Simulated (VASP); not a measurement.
Set up this calculation in VASP 6.6.1, as the native input.

```
Task                   : single point
Functional             : PBEsol
Potentials or basis    : VASP PAW PBE potentials, release 64 (Ge_d)
Cutoff                 : 520 eV
k mesh                 : 11 × 11 × 6
Occupations            : fermi-dirac, width 0.05 eV
Spin                   : no spin polarisation
Dipole correction      : no
Further INCAR settings : ALGO = Normal; EDIFF = 1e-06; NBANDS = 36
```

The structure of Ge lies in POSCAR:

```
Ge
1.0
    3.9975858431      0.0000000000      0.0000000000
   -1.9987929216      3.4620108940      0.0000000000
    0.0000000000      0.0000000000      6.4673903910
Ge
4
Direct
    0.6666666667      0.3333333333      0.0629012500
    0.3333333333      0.6666666667      0.5629012500
    0.6666666667      0.3333333333      0.4370987500
    0.3333333333      0.6666666667      0.9370987500
```

This isn't the form of Ge at room conditions, which is diamond.

This cell differs from its parent crystal: zz strain of -2 %.

One way to write it, as run:

INCAR

```
PREC     = Accurate       # precision mode
ENCUT    = 520            # plane-wave cutoff, eV
EDIFF    = 1E-6           # SCF threshold, eV
ISMEAR   = -1             # smearing method
SIGMA    = 0.05           # smearing width, eV
LREAL    = False          # projectors in reciprocal space
LASPH    = True           # aspherical terms in the spheres
NELM     = 100            # most SCF steps
ALGO     = Normal         # electronic algorithm
ISIF     = 2              # what is computed and relaxed
LWAVE    = False          # write WAVECAR
LCHARG   = False          # write CHGCAR
GGA      = PS             # functional
NBANDS   = 36             # bands
```

KPOINTS

```
Automatic mesh
0
Gamma
  11 11 6
```

Potentials or basis: VASP PAW PBE potentials, release 64 (Ge_d).

The run is started by

```bash
$ cat potpaw_PBE.64/Ge_d/POTCAR > POTCAR
$ mpirun -np 1 vasp_std > vasp.out
```

Results of the run:

| Item | Value |
| --- | --- |
| Pressure | 1.3 GPa |
| Largest force | 0.211 eV/Å |
| Band gap on the k mesh | zero (bands 28 and 29 overlap by 0.20 eV) |

Caveat: the cell differs from its parent crystal (zz strain of -2 %); semilocal functionals underestimate gaps, and a narrow one can read as zero; the PAW data sets were made with another functional, which shifts forces and pressure a little.

Run time: 100 s on 1 thread of Intel(R) Xeon(R) Platinum 8488C (Sapphire Rapids), with other jobs on the host, peak memory 0.28 GiB.
